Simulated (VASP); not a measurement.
Wanted: the native input for a VASP 6.6.1 run.

```yaml
Task: single point
Functional: PBE
Potentials_or_basis: VASP PAW PBE potentials, release 64 (Rb_sv, Na_pv)
Cutoff: 520 eV
k_mesh: 6 × 6 × 6
Occupations: gaussian, width 0.1 eV
Spin: no spin polarisation
Dipole_correction: no
Further_INCAR_settings: ALGO = Fast; EDIFF = 1e-07; NBANDS = 33
```

The structure of RbNa lies in POSCAR:

```
RbNa
1.0
    9.5754097981      0.0000000000      0.0000000000
   -4.7877048990      8.2925481368      0.0000000000
    0.0000000000      0.0000000000      6.1744101955
Rb Na
3 3
Direct
    0.5000000000      0.0000000000      0.0000000000
    0.5000000000      0.5000000000      0.0000000000
    0.0000000000      0.5000000000      0.0000000000
    0.0000000000      0.0000000000      0.0000000000
    0.3333333333      0.6666666667      0.5000000000
    0.6666666667      0.3333333333      0.5000000000
```

The input as run:

INCAR

```
SYSTEM = RbNa
PREC     = Accurate       ! precision mode
ENCUT    = 520            ! plane-wave cutoff, eV
EDIFF    = 1E-7           ! SCF threshold, eV
ISMEAR   = 0              ! smearing method
SIGMA    = 0.1            ! smearing width, eV
LREAL    = .FALSE.        ! projectors in reciprocal space
LASPH    = .TRUE.         ! aspherical terms in the spheres
NELM     = 80             ! most SCF steps
ALGO     = Fast           ! electronic algorithm
ISIF     = 2              ! what is computed and relaxed
LWAVE    = .FALSE.        ! write WAVECAR
LCHARG   = .TRUE.         ! write CHGCAR
GGA      = PE             ! functional
LELF     = .TRUE.         ! ELF
LVHAR    = .TRUE.       
NBANDS   = 33             ! bands
```

KPOINTS

```
regular mesh
0
G
  6 6 6
  0 0 0
```

Potentials or basis: VASP PAW PBE potentials, release 64 (Rb_sv, Na_pv).

Run with:

```sh
$ cat potpaw_PBE.64/Rb_sv/POTCAR potpaw_PBE.64/Na_pv/POTCAR > POTCAR
$ mpirun -np 1 vasp_std > vasp.out
```

It gave:

```yaml
Pressure: 0.0 GPa
Band_gap_on_the_k_mesh: zero (band 24 reaches -0.51 eV, above the bottom of band 25 at -0.87 eV)
```

Wall time 17 min on 1 thread of Intel Xeon 6975P-C, with other jobs on the host, peak memory 0.76 GiB.
